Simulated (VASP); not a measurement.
A run of VASP 6.6.1 is set up as follows.

The input INCAR:

```
SYSTEM = Al9H
  PREC = Accurate
  ENCUT = 520
  EDIFF = 1E-6
  ISMEAR = 0
  SIGMA = 0.1
  LREAL = Auto
  LASPH = .True.
  NELM = 80
  ALGO = Normal
  ISIF = 2
  LWAVE = .False.
  LCHARG = .False.
  LDIPOL = .True.
  IDIPOL = 3
  DIPOL = 0.5 0.5 0.306
  GGA = PE
  NBANDS = 44
```

The input KPOINTS:

```
Automatic mesh
0
Gamma
  5 3 1
  0 0 0
```

Contents of POSCAR:

```
Al9H
1.0
    5.7070863109      0.0000000000      0.0000000000
   -1.4267715777      9.7014842373      0.0000000000
    0.0000000000      0.0000000000     22.7903703632
Al H
18 2
Direct
    0.2662216041      0.0648864163      0.1755127247
    0.7662216041      0.0648864163      0.1755127247
    0.3354806058      0.3419224231      0.2192029853
    0.8354806058      0.3419224231      0.2192029853
    0.1493324061      0.5973296244      0.2279410374
    0.6493324061      0.5973296244      0.2279410374
    0.4631842064      0.8527368258      0.2366790895
    0.9631842064      0.8527368258      0.2366790895
    0.0319772084      0.1277109167      0.2808262503
    0.5319772084      0.1277109167      0.2808262503
    0.0997917590      0.4042231279      0.3301071124
    0.5997917590      0.4042231279      0.3301071124
    0.4144000530      0.6596656505      0.3369822082
    0.9144000530      0.6596656505      0.3369822082
    0.2263076920      0.9110819249      0.3449259127
    0.7263076920      0.9110819249      0.3449259127
    0.2962427236      0.1814071990      0.3857054635
    0.7962427236      0.1814071990      0.3857054635
    0.3957937529      0.9110819249      0.5173400070
    0.5568216312      0.9110819249      0.5173400070
```

Potentials or basis: VASP PAW PBE potentials, release 64 (Al, H).

Launch:

```bash
$ cat potpaw_PBE.64/Al/POTCAR potpaw_PBE.64/H/POTCAR > POTCAR
$ mpirun -np 1 vasp_std > vasp.out
```

(1) What does it give for the band gap on the k mesh?

(2) Estimate the largest force.

Answers

(1) zero (band 28 reaches -1.04 eV, above the bottom of band 29 at -1.77 eV).

(2) 3.520 eV/Å.
